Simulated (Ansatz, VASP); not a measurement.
# Si2Mo: VASP beside Ansatz

The input INCAR:

```
PREC     = Accurate       # precision mode
ENCUT    = 600            # plane-wave cutoff, eV
EDIFF    = 1E-6           # SCF threshold, eV
ISMEAR   = 0              # smearing method
SIGMA    = 0.1            # smearing width, eV
LREAL    = F              # projectors in reciprocal space
LASPH    = T              # aspherical terms in the spheres
NELM     = 100            # most SCF steps
ALGO     = Normal         # electronic algorithm
ISIF     = 3              # what is computed and relaxed
LWAVE    = F              # write WAVECAR
LCHARG   = F              # write CHGCAR
GGA      = PE             # functional
IBRION   = 2              # ionic algorithm
NSW      = 90             # ionic steps
EDIFFG   = -0.04          # ionic threshold
```

KPOINTS

```
Automatic mesh
0
Gamma
  6 6 4
```

Contents of POSCAR:

```
Si2Mo
1.0
    1.6642387664     -4.3575187801      0.0000000000
    1.6642387664      4.3575187801      0.0000000000
    0.0000000000      0.0000000000      6.1452318145
Si Mo
4 2
Direct
    0.4045521431      0.5954478569      0.9787695605
    0.5954478569      0.4045521431      0.4787695605
    0.1947014129      0.8052985871      0.2072404189
    0.8052985871      0.1947014129      0.7072404189
    0.9142564988      0.0857435012      0.3138806809
    0.0857435012      0.9142564988      0.8138806809
```

Input for Ansatz:

```yaml
crystal:
  lattice:
    - [1.6642387664, -4.3575187801, 0.0]
    - [1.6642387664, 4.3575187801, 0.0]
    - [0.0, 0.0, 6.1452318145]
  atoms:
    - { symbol: Si, position: [0.4045521431, 0.5954478569, 0.9787695605] }
    - { symbol: Si, position: [0.5954478569, 0.4045521431, 0.4787695605] }
    - { symbol: Si, position: [0.1947014129, 0.8052985871, 0.2072404189] }
    - { symbol: Si, position: [0.8052985871, 0.1947014129, 0.7072404189] }
    - { symbol: Mo, position: [0.9142564988, 0.0857435012, 0.3138806809] }
    - { symbol: Mo, position: [0.0857435012, 0.9142564988, 0.8138806809] }
basis:
  ecutwfc: 420
kpoints:
  mp_grid: { grid: [6, 6, 4] }
hamiltonian:
  xc: pbe
scf:
  occupations: { method: gaussian, width: 0.1 }
  lower_state_search: "off"
output:
  forces: true
  stress: true
  eigenvalues: true
relax:
  adjacent_minimum: "off"
  f_tol: 0.04
  max_steps: 70
  cell: { stress_tol: 0.4 }
```

Change from the starting cell: the structure that the rattled cell fell into.

Alike in both runs: task relaxation of cell and atoms; functional PBE; k mesh 6 × 6 × 4; occupations gaussian, width 0.1 eV; no spin polarisation.

|  | VASP | Ansatz |
| --- | --- | --- |
| version | VASP 6.6.1 | Ansatz 0.2.0 |
| potentials or method | VASP PAW PBE potentials, release 64 (Si, Mo_sv), cutoff 600 eV | scalar-relativistic, plane waves, PAW |
| valence electrons in the cell | 44 | 44 |

Ansatz gave:

```
gap on the k mesh at the Fermi level, each at its own relaxed structure (eV) : none
relaxed volume (Å³/atom)                                                     : 14.85
relaxed cell length with the largest relative difference (Å)                 : 4.663
```

**Question.** Estimate VASP's values.

**Answer.** gap on the k mesh at the Fermi level, each at its own relaxed structure (eV): none; relaxed volume (Å³/atom): 14.88; relaxed cell length with the largest relative difference (Å): 4.669.

A gap of «none» marks a metal or a gap that the smearing closes.
